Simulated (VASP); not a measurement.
# SnSe4 (P6/mmm) in VASP: relaxation of cell and atoms with PBE

Aim: the relaxation of cell and atoms of SnSe4 with PBE.

All numbers are computed with VASP 6.6.1; they aren't measurements. Logs are shortened: lines on timing, memory, paths and dates and some standing lists are left out, and cuts for length are marked.

### 1 The cell of the first run

The structure is hexagonal, space group P6/mmm (No. 191). The conventional cell has a = 4.473 Å, b = 4.473 Å, c = 10.687 Å, α = 90.00°, β = 90.00°, γ = 120.00°. Within 3.1 Å of Sn (site symmetry 6/mmm) lie 2 Se at 2.34 Å. Se (site symmetry -6m2) has 3 Se at 2.58 Å within 3.4 Å. Within 3.1 Å of Se (site symmetry 6mm) lie 1 Sn at 2.34 Å.

The cell was built from a structure type or drawn by symmetry, and may not be a known phase.

### 2 Relaxation of cell and atoms, PBE

The input, INCAR:

```
ALGO     = Normal         # electronic algorithm
EDIFF    = 1E-6           # SCF threshold, eV
EDIFFG   = -0.01          # ionic threshold
ENCUT    = 600            # plane-wave cutoff, eV
GGA      = PE             # functional
IBRION   = 2              # ionic algorithm
ISIF     = 3              # what is computed and relaxed
ISMEAR   = 0              # smearing method
LASPH    = True           # aspherical terms in the spheres
LCHARG   = False          # write CHGCAR
LREAL    = False          # projectors in reciprocal space
LWAVE    = False          # write WAVECAR
NELM     = 80             # most SCF steps
NSW      = 100            # ionic steps
PREC     = Accurate       # precision mode
SIGMA    = 0.1            # smearing width, eV
```

The input, KPOINTS:

```
k-points
0
Gamma
  12 12 4
```

The input, POSCAR:

```
SnSe4
1.0
    4.4734631543      0.0000000000      0.0000000000
   -2.2367315771      3.8741327345      0.0000000000
    0.0000000000      0.0000000000     10.6869895998
Sn Se
1 4
Direct
    0.0000000000      0.0000000000      0.5000000000
    0.3333333333      0.6666666667      0.0000000000
    0.6666666667      0.3333333333      0.0000000000
    0.0000000000      0.0000000000      0.7189655422
    0.0000000000      0.0000000000      0.2810344578
```

Potentials or basis: VASP PAW PBE potentials, release 64 (Sn_d, Se).

The run is started by

```sh
cat potpaw_PBE.64/Sn_d/POTCAR potpaw_PBE.64/Se/POTCAR > POTCAR
mpirun -np 1 vasp_std > vasp.out
```

OUTCAR:

```text
EDIFF = 1E-6
   EDIFFG = -0.01
   ENCUT = 600
   GGA = PE
   IBRION = 2
   ISIF = 3
   ISMEAR = 0
   LASPH = True
   LREAL = False
   NELM = 80
   NSW = 100
   PREC = Accurate

 ion  position               nearest neighbor table
   1  0.000  0.000  0.500-   4 2.34   5 2.34
   2  0.333  0.667  0.000-   3 2.58   3 2.58   3 2.58
   3  0.667  0.333  0.000-   2 2.58   2 2.58   2 2.58
   4  0.000  0.000  0.719-   1 2.34
   5  0.000  0.000  0.281-   1 2.34

  LATTYP: Found a hexagonal cell.
 ALAT       =     4.4734631543
 C/A-ratio  =     2.3889745441

  Lattice vectors:

 A1 = (   4.4734631543,   0.0000000000,   0.0000000000)
 A2 = (  -2.2367315771,   3.8741327345,   0.0000000000)
 A3 = (   0.0000000000,   0.0000000000,  10.6869895998)

Analysis of symmetry for initial positions (statically):
=====================================================================
 Subroutine PRICEL returns:
 Original cell was already a primitive cell.

 Routine SETGRP: Setting up the symmetry group for a
 hexagonal supercell.

 Subroutine GETGRP returns: Found 24 space group operations
 (whereof 24 operations were pure point group operations)
 out of a pool of 24 trial point group operations.

The static configuration has the point symmetry D_6h.

Analysis of symmetry for dynamics (positions and initial velocities):
=====================================================================
 Subroutine PRICEL returns:
 Original cell was already a primitive cell.

 Routine SETGRP: Setting up the symmetry group for a
 hexagonal supercell.

 Subroutine GETGRP returns: Found 24 space group operations
 (whereof 24 operations were pure point group operations)
 out of a pool of 24 trial point group operations.

The dynamic configuration has the point symmetry D_6h.

 Subroutine INISYM returns: Found 24 space group operations
 (whereof 24 operations are pure point group operations),
 and found     1 'primitive' translations

----------------------------------------------------------------------------------------

                                     Primitive cell

  volume of cell :     185.2140

  direct lattice vectors                    reciprocal lattice vectors
     4.473463154  0.000000000  0.000000000     0.223540457  0.129061143  0.000000000
    -2.236731577  3.874132734  0.000000000     0.000000000  0.258122287  0.000000000
     0.000000000  0.000000000 10.686989600     0.000000000  0.000000000  0.093571720

  length of vectors
     4.473463154  4.473463154 10.686989600     0.258122287  0.258122287  0.093571720

  position of ions in fractional coordinates (direct lattice)
     0.000000000  0.000000000  0.500000000
     0.333333333  0.666666667  0.000000000
     0.666666667  0.333333333  0.000000000
     0.000000000  0.000000000  0.718965542
     0.000000000  0.000000000  0.281034458

  ion indices of the primitive-cell ions
   primitive index   ion index
                 1           1
                 2           2
                 3           3
                 4           4
                 5           5

----------------------------------------------------------------------------------------

 KPOINTS: k-points

Automatic generation of k-mesh.
 Grid dimensions read from file:
 generate k-points for:   12   12    4

 Generating k-lattice:

  Cartesian coordinates                     Fractional coordinates (reciprocal lattice)
     0.018628371  0.010755095  0.000000000     0.083333333  0.000000000  0.000000000
     0.000000000  0.021510191  0.000000000     0.000000000  0.083333333  0.000000000
     0.000000000  0.000000000  0.023392930     0.000000000  0.000000000  0.250000000

  Length of vectors
     0.021510191  0.021510191  0.023392930

  Shift w.r.t. Gamma in fractional coordinates (k-lattice)
     0.000000000  0.000000000  0.000000000

 Subroutine IBZKPT returns following result:
 ===========================================

 Found     57 irreducible k-points:

 Following reciprocal coordinates:
            Coordinates               Weight
  0.000000  0.000000  0.000000      1.000000
  0.083333  0.000000  0.000000      6.000000
  0.166667  0.000000  0.000000      6.000000
  0.250000 -0.000000  0.000000      6.000000
  0.333333 -0.000000  0.000000      6.000000
  0.416667  0.000000  0.000000      6.000000
[... 16 lines left out ...]
  0.250000 -0.000000  0.250000     12.000000
  0.333333 -0.000000  0.250000     12.000000
 [... further k-points ...]
   k-points           NKPTS =     57   k-points in BZ     NKDIM =     57   number of bands    NBANDS=     23
   number of dos      NEDOS =    301   number of ions     NIONS =      5
   total plane-waves  NPLWV = 116640
   dimension x,y,z NGX =    36 NGY =   36 NGZ =   90
   dimension x,y,z NGXF=    72 NGYF=   72 NGZF=  180
   ions per type =               1   4
   NGX,Y,Z   is equivalent  to a cutoff of  13.38, 13.38, 14.00 a.u.
   NGXF,Y,Z  is equivalent  to a cutoff of  26.76, 26.76, 28.00 a.u.
 SYSTEM =  unknown system
   PREC   = accura    normal or accurate (medium, high low for compatibility)
   ISTART =      0    job   : 0-new  1-cont  2-samecut
   ICHARG =      2    charge: 1-file 2-atom 10-const
   ISPIN  =      1    spin polarized calculation?
   LNONCOLLINEAR =      F non collinear calculations
   LSORBIT =      F    spin-orbit coupling
   LASPH  =      T    aspherical Exc in radial PAW
   ENCUT  =  600.0 eV  44.10 Ry    6.64 a.u.   8.93  8.93 21.34*2*pi/ulx,y,z
   NELM   =     80;   NELMIN=  2; NELMDL= -5     # of ELM steps
   EDIFF  = 0.1E-05   stopping-criterion for ELM
   LREAL  =      F    real-space projection
   EDIFFG = -.1E-01   stopping-criterion for IOM
   NSW    =    100    number of steps for IOM
   IBRION =      2    ionic relax: 0-MD 1-quasi-New 2-CG
   NFREE  =      1    steps in history (QN), initial steepest desc. (CG)
   ISIF   =      3    stress and relaxation
   ISYM   =      2    0-nonsym 1-usesym 2-fastsym
   POTIM  = 0.5000    time-step for ionic-motion
   TEBEG  =    0.0;   TEEND  =   0.0 temperature during run
   PSTRESS=    0.0 pullay stress
   NELECT =      38.0000    total number of electrons
   NUPDOWN=      -1.0000    fix difference up-down
   EMIN   =  10.00;   EMAX   =-10.00  energy-range for DOS
   EFERMI =   0.00;   METHOD = LEGACY
   ISMEAR =     0;   SIGMA  =   0.10  broadening in eV -4-tet -1-fermi 0-gaus
   EFERMI_NEDOS =   21; number of points for ismear=-14 and -15
   IALGO  =     38    algorithm
   IMIX   =      4    mixing-type and parameters
     AMIX     =   0.40;   BMIX     =  1.00
     AMIX_MAG =   1.60;   BMIX_MAG =  1.00
  volume/ion in A,a.u.               =      37.04       249.98
  Fermi-wavevector in a.u.,A,eV,Ry     =   0.965557  1.824639 12.684727  0.932301
  Thomas-Fermi vector in A             =   2.095284
   LORBIT       =      0    0 simple, 1 ext, 2 COOP (PROOUT), +10 PAW based schemes
   GGA     = PE    functional components
   LHFCALC =     F    Hartree Fock is set to
   AEXX    =    0.0000 exact exchange contribution
   IVDW    =     0    specifies the selected vdW correction
   LEPSILON=     F    determine dielectric tensor
   LRPA    =     F    only Hartree local field effects (RPA)
 conjugate gradient relaxation of ions
 non-spin polarized calculation
 Gauss-broadening in eV      SIGMA  =   0.10
  energy-cutoff  :      600.00
  volume of cell :      185.21
 maximum number of plane-waves:      6219
 NGX is ok and might be reduce to    36
   NGX = 17   NGY = 17   NGZ = 43

--------------------------------------- Ionic step        1  -------------------------------------------

 number of electron      38.0000007 magnetization

 Free energy of the ion-electron system (eV)
  ---------------------------------------------------
  ext. energy  EPLUGINS =         0.00000000
  ---------------------------------------------------
  free energy    TOTEN  =       -15.54097074 eV

  energy without entropy =      -15.52423483  energy(sigma->0) =      -15.53260278

------------------------ aborting loop because EDIFF is reached ----------------------------------------

  FORCE on cell =-STRESS in cart. coord.  units (eV):
  Direction    XX          YY          ZZ          XY          YZ          ZX
  --------------------------------------------------------------------------------------
  -------------------------------------------------------------------------------------
  Total        0.7856026      0.7856026     -0.1913200      0.0000000     -0.0000000     -0.0000000
  in kB        6.7957870      6.7957870     -1.6549973      0.0000000     -0.0000000     -0.0000000
  external PRESSURE =       3.9788589 kB  Pullay stress =       0.0000000 kB
[... 98 lines left out ...]
  FREE ENERGIE OF THE ION-ELECTRON SYSTEM (eV)
  ---------------------------------------------------
  free  energy   TOTEN  =       -15.5495245646 eV

  energy  without entropy=      -15.5340906174  energy(sigma->0) =      -15.54180759

[... ionic steps 4 to 20 ...]

--------------------------------------- Ionic step       21  -------------------------------------------

 number of electron      38.0000000 magnetization

------------------------ aborting loop because EDIFF is reached ----------------------------------------

  FORCE on cell =-STRESS in cart. coord.  units (eV):
  Direction    XX          YY          ZZ          XY          YZ          ZX
  --------------------------------------------------------------------------------------
  -------------------------------------------------------------------------------------
  Total       -0.0739734     -0.0739734      0.1564248     -0.0000000      0.0000000     -0.0000000
  in kB       -0.5953908     -0.5953908      1.2590179     -0.0000000      0.0000000     -0.0000000
  external PRESSURE =       0.0227454 kB  Pullay stress =       0.0000000 kB
[... 63 lines left out ...]
  energy  without entropy=      -15.5387797067  energy(sigma->0) =      -15.54730680

--------------------------------------- Ionic step       23  -------------------------------------------

 number of electron      38.0000001 magnetization

 Free energy of the ion-electron system (eV)
  ---------------------------------------------------
  ext. energy  EPLUGINS =         0.00000000
  ---------------------------------------------------
  free energy    TOTEN  =       -15.55590543 eV

  energy without entropy =      -15.53887680  energy(sigma->0) =      -15.54739112

 E-fermi :   0.7319     XC(G=0):  -7.3927

 val. band max:        0.7195979911   @ k =   0.2500   0.2500   0.5000
 cond. band min:       0.7465283375   @ k =   0.1667   0.1667   0.2500
 fundamental gap:      0.0269303464
 Fermi energy:         0.7319446996

 k-point     1 :       0.0000    0.0000    0.0000
  band No.  band energies     occupation
      1     -21.2924      2.00000
      2     -21.1798      2.00000
      3     -21.1798      2.00000
      4     -21.0364      2.00000
      5     -21.0364      2.00000
      6     -14.3151      2.00000
[... 613 lines left out ...]
     22       2.5535      0.00000
     23       2.6754      0.00000

 [... further k-points ...]

------------------------ aborting loop because EDIFF is reached ----------------------------------------

  FORCE on cell =-STRESS in cart. coord.  units (eV):
  Direction    XX          YY          ZZ          XY          YZ          ZX
  --------------------------------------------------------------------------------------
  -------------------------------------------------------------------------------------
  Total       -0.0407586     -0.0407586     -0.0177182     -0.0000000     -0.0000000      0.0000000
  in kB       -0.3278778     -0.3278778     -0.1425322     -0.0000000     -0.0000000      0.0000000
  external PRESSURE =      -0.2660959 kB  Pullay stress =       0.0000000 kB
[... 20 lines left out ...]
  FREE ENERGIE OF THE ION-ELECTRON SYSTEM (eV)
  ---------------------------------------------------
  free  energy   TOTEN  =       -15.5559054315 eV

  energy  without entropy=      -15.5388768039  energy(sigma->0) =      -15.54739112

 reached required accuracy - stopping structural energy minimisation
```

Wall time 43 min (1 thread of Intel Xeon Platinum 8375C at 2.90GHz (Ice Lake), shared host); peak memory 0.55 GiB.

What came out:

* Free energy: -15.5559 eV
* Relaxed volume: 39.83 Å³/atom
* Relaxed cell: a = 4.532 Å, b = 4.532 Å, c = 11.199 Å, α = 90.00°, β = 90.00°, γ = 120.00°
* Space group after relaxing (to 0.1 Å): P6/mmm (No. 191)
* Energy gained by relaxing: 3.0 meV/atom
* Ionic steps: 23
* Pressure after relaxing: 0.0 GPa
* Largest force after relaxing: 0.009 eV/Å
* Band gap on the k mesh: zero (bands 19 and 20 overlap by 1.04 eV)

Forces in eV/Å, atoms in the order of the input:
```
Sn   0.000  0.000  0.000
Se   0.000  0.000  0.000
Se   0.000  0.000  0.000
Se   0.000  0.000 -0.009
Se   0.000  0.000  0.009
```

Step by step:
```csv
step,energy change (eV),largest force (eV/Å),pressure (GPa),volume (Å³)
1,0.0000,0.0839,0.40,185.21
2,-0.0080,0.0394,0.29,187.69
3,-0.0086,0.0848,0.26,188.57
4,-0.0076,0.1889,-0.32,191.51
5,-0.0097,0.0319,0.00,189.80
6,-0.0099,0.0363,0.01,189.82
7,-0.0102,0.0480,0.02,189.90
8,-0.0105,0.0715,0.05,190.05
9,-0.0106,0.0681,0.05,190.07
10,-0.0107,0.0576,0.07,190.14
11,-0.0110,0.0362,0.10,190.27
12,-0.0113,0.0073,0.18,190.54
13,-0.0110,0.0981,0.32,191.07
14,-0.0113,0.0324,0.21,190.68
15,-0.0116,0.0309,0.21,190.93
16,-0.0122,0.0271,0.19,191.66
17,-0.0132,0.0209,0.14,193.14
18,-0.0144,0.0160,0.06,196.09
19,-0.0145,0.0362,-0.04,202.05
20,-0.0148,0.0308,0.00,199.72
21,-0.0148,0.0294,0.00,199.06
22,-0.0149,0.0422,-0.07,199.26
23,-0.0149,0.0087,-0.03,199.17
```

Final structure:
```
Sn Se
1.0
     4.53157    0.00000    0.00000
    -2.26579    3.92446    0.00000
     0.00000    0.00000   11.19926
Sn Se
1 4
Direct
  0.00000 0.00000 0.50000
  0.33333 0.66667 0.00000
  0.66667 0.33333 0.00000
  0.00000 0.00000 0.70805
  0.00000 0.00000 0.29195
```

Caveat: spin-orbit coupling is left out, which moves the levels of the heavy elements; this functional lacks dispersion, which binds the layers, so the pressure and a relaxed spacing across them are unreliable.
